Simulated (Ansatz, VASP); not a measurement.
**TaN: VASP beside Ansatz**

```
Ta N
1.0
     3.04800    0.00000    0.00000
    -1.52400    2.63965    0.00000
     0.00000    0.00000    9.83600
Ta N
4 4
Cartesian
  0.0000 0.0000 0.0000
  0.0000 0.0000 2.4590
  0.0000 0.0000 4.9180
  0.0000 0.0000 7.3770
  0.0000 1.7598 1.2295
  1.5240 0.8799 3.6885
  0.0000 1.7598 6.1475
  1.5240 0.8799 8.6065
```

Alike in both runs: task single point; functional PBE; k mesh 7 × 7 × 2; occupations gaussian, width 0.05 eV; collinear spin; Hubbard terms Ta d U = 4.0 eV, J = 0.9 eV.

|  | VASP | Ansatz |
| --- | --- | --- |
| version | VASP 6.6.1 | Ansatz 0.2.0 |
| potentials or method | VASP PAW PBE potentials, release 64 (Ta_pv, N), cutoff 520 eV | scalar-relativistic, plane waves, PAW |
| valence electrons in the cell | 64 | 72 |

Ansatz gave:

| Item | Value |
| --- | --- |
| gap on the k mesh at the Fermi level (eV) | none |
| rms of the force components (eV/Å) | 0.004 |
| net moment per atom (μB) | 0.00 |

Question: Which values does VASP return?

Answer: gap on the k mesh at the Fermi level (eV): none; rms of the force components (eV/Å): 0.000; net moment per atom (μB): 0.00.

The programs project onto different local orbitals, so the same U acts differently, and such runs can settle in different states. A gap of «none» marks a metal or a gap that the smearing closes. VASP's potentials hold 64 valence electrons a cell and Ansatz's 72, so a difference there can come from the potentials and not from the codes. Ansatz's warnings: filled band counts differ across k points, seeded moment not kept, specified occupation not kept, symmetry narrowed by occupation matrices.

Spin-orbit coupling is off throughout.
